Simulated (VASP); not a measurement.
Wanted: the native input for a VASP 6.6.1 run.

- Task: single point
- Functional: RPBE
- Potentials or basis: VASP PAW PBE potentials, release 64 (Ni)
- Cutoff: 520 eV
- k mesh: 16 × 16 × 5
- Occupations: fermi-dirac, width 0.1 eV
- Spin: no spin polarisation
- Dipole correction: no
- Further INCAR settings: ALGO = Normal; EDIFF = 1e-06; NBANDS = 28

The structure of Ni lies in POSCAR:

```
Ni
1.0
    2.5730333096      0.0000000000      0.0000000000
   -1.2865166548      2.2283122109      0.0000000000
    0.0000000000      0.0000000000      8.4301678435
Ni
4
Direct
    0.0000000000      1.0000000000      0.0000000000
    0.0000000000      1.0000000000      0.5000000000
    0.3333333333      0.6666666667      0.2500000000
    0.6666666667      0.3333333333      0.7500000000
```

This cell differs from its parent crystal: volume scaled by 1.08.

These files were run (other wordings do the same):

INCAR

```
SYSTEM = Ni
  ALGO = Normal
  EDIFF = 1E-6
  ENCUT = 520
  GGA = RP
  ISIF = 2
  ISMEAR = -1
  LASPH = .TRUE.
  LCHARG = .FALSE.
  LREAL = .FALSE.
  LWAVE = .FALSE.
  NBANDS = 28
  NELM = 100
  PREC = Accurate
  SIGMA = 0.1
```

KPOINTS

```
k-points
0
G
  16 16 5
  0 0 0
```

Potentials or basis: VASP PAW PBE potentials, release 64 (Ni).

Run with:

```sh
$ cat potpaw_PBE.64/Ni/POTCAR > POTCAR
$ mpirun -np 1 vasp_std > vasp.out
```

It gave:

* Pressure: -11.0 GPa
* Band gap on the k mesh: zero (band 20 reaches 8.03 eV, above the bottom of band 21 at 7.55 eV)

Caveat: the PAW data sets were made with another functional, which shifts forces and pressure a little; the run has no spin polarisation, though such a crystal can be magnetic.

It took 85 s on 1 thread of Intel(R) Xeon(R) Platinum 8488C (Sapphire Rapids) (shared host), peak memory 0.22 GiB.
